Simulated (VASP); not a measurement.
A run of VASP 6.6.1 is set up as follows.

The input INCAR:

```
SYSTEM = CoO
PREC = Accurate
ENCUT = 520
EDIFF = 1E-6
ISMEAR = -1
SIGMA = 0.05
LREAL = .FALSE.
LASPH = .TRUE.
NELM = 150
ALGO = Normal
ISIF = 2
LWAVE = .FALSE.
LCHARG = .FALSE.
ISPIN = 2
MAGMOM = 2 0
LORBIT = 11
LMAXMIX = 4
GGA = B5
ALDAX = 1.0
AGGAX = 1.0
AGGAC = 1.0
ALDAC = 0.0
NBANDS = 18
```

File KPOINTS:

```
regular mesh
0
G
  11 11 11
  0 0 0
```

POSCAR

```
CoO
1.0
    0.0000000000      2.1530860181      2.1530860181
    2.1530860181      0.0000000000      2.1530860181
    2.1530860181      2.1530860181      0.0000000000
Co O
1 1
Direct
    0.0000000000      0.0000000000      0.0000000000
    0.5000000000      0.5000000000      0.5000000000
```

Potentials or basis: VASP PAW PBE potentials, release 64 (Co, O).

Run with:

```sh
$ cat potpaw_PBE.64/Co/POTCAR potpaw_PBE.64/O/POTCAR > POTCAR
$ mpirun -np 1 vasp_std > vasp.out
```

Problem. What does it give for the pressure?

Solution. -0.5 GPa.

Problem. Predict the net moment.

Solution. 2.86 μB per cell.

Problem. What does it give for the site moments?

Solution. Co +2.51; O +0.29 μB.

Caveat: the PAW data sets were made with another functional, which shifts forces and pressure a little; a cell with one magnetic atom can't hold antiferromagnetic order, which such compounds often take.
